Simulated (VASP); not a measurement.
Crystal: Al2O3.

```
CELL_PARAMETERS angstrom
3.01748 0.00000 0.00000
-1.50874 2.61322 0.00000
0.00000 0.00000 7.57464
ATOMIC_POSITIONS crystal
Al 0.00000 0.00000 0.72205
Al 0.00000 0.00000 0.27795
O 0.00000 0.00000 0.50000
O 0.66667 0.33333 0.80055
O 0.33333 0.66667 0.19945
```

- Program: VASP 6.6.1
- Task: relaxation of cell and atoms
- Functional: PBEsol
- Dispersion: D4
- Potentials or basis: VASP PAW PBE potentials, release 64 (Al, O)
- Cutoff: 600 eV
- k mesh: 10 × 10 × 4
- Occupations: fermi-dirac, width 0.05 eV
- Spin: no spin polarisation

At the start: pressure -5.2 GPa; volume 11.95 Å³/atom.

Q: Where does the relaxation end?

A: Over 22 steps the energy falls by 7.7 meV/atom and the volume is 11.24 Å³/atom (-5.9 %); space group P-3m1 (No. 164, to 0.1 Å) before and after.

The path:
| step | energy change (eV) | largest force (eV/Å) | pressure (GPa) | volume (Å³) |
| --- | --- | --- | --- | --- |
| 1 | 0.0000 | 0.1977 | -5.18 | 59.73 |
| 2 | -0.0062 | 0.3747 | 5.06 | 56.45 |
| 3 | -0.0311 | 0.1489 | -0.05 | 57.96 |
| 4 | -0.0298 | 0.3445 | -0.13 | 57.77 |
| 5 | -0.0323 | 0.1149 | -0.11 | 57.89 |
| 6 | -0.0332 | 0.0472 | -0.04 | 57.79 |
| 7 | -0.0332 | 0.0488 | -0.02 | 57.75 |
| 8 | -0.0336 | 0.0454 | -0.07 | 57.71 |
| 9 | -0.0346 | 0.0351 | -0.20 | 57.57 |
| 10 | -0.0363 | 0.0206 | -0.46 | 57.31 |
| 11 | -0.0375 | 0.0704 | -1.00 | 56.78 |
| 12 | -0.0377 | 0.0682 | -0.92 | 56.73 |
| 13 | -0.0382 | 0.0577 | -0.70 | 56.58 |
| 14 | -0.0386 | 0.0393 | -0.20 | 56.27 |
| 15 | -0.0386 | 0.0405 | -0.19 | 56.26 |
| 16 | -0.0386 | 0.0445 | -0.15 | 56.22 |
| 17 | -0.0386 | 0.0428 | -0.16 | 56.24 |
| 18 | -0.0386 | 0.0259 | -0.15 | 56.23 |
| 19 | -0.0387 | 0.0173 | -0.09 | 56.21 |
| 20 | -0.0387 | 0.0157 | -0.09 | 56.21 |
| 21 | -0.0387 | 0.0106 | -0.04 | 56.20 |
| 22 | -0.0387 | 0.0042 | 0.03 | 56.19 |

Final structure:
```yaml
crystal:
  lattice:
    - [2.97810, 0.00000, 0.00000]
    - [-1.48905, 2.57911, 0.00000]
    - [0.00000, 0.00000, 7.31496]
  atoms:
    - { symbol: Al, position: [0.00000, 0.00000, 0.72839] }
    - { symbol: Al, position: [0.00000, 0.00000, 0.27161] }
    - { symbol: O, position: [0.00000, 0.00000, 0.50000] }
    - { symbol: O, position: [0.66667, 0.33333, 0.80955] }
    - { symbol: O, position: [0.33333, 0.66667, 0.19045] }
```

Caveat: the PAW data sets were made with another functional, which shifts forces and pressure a little.
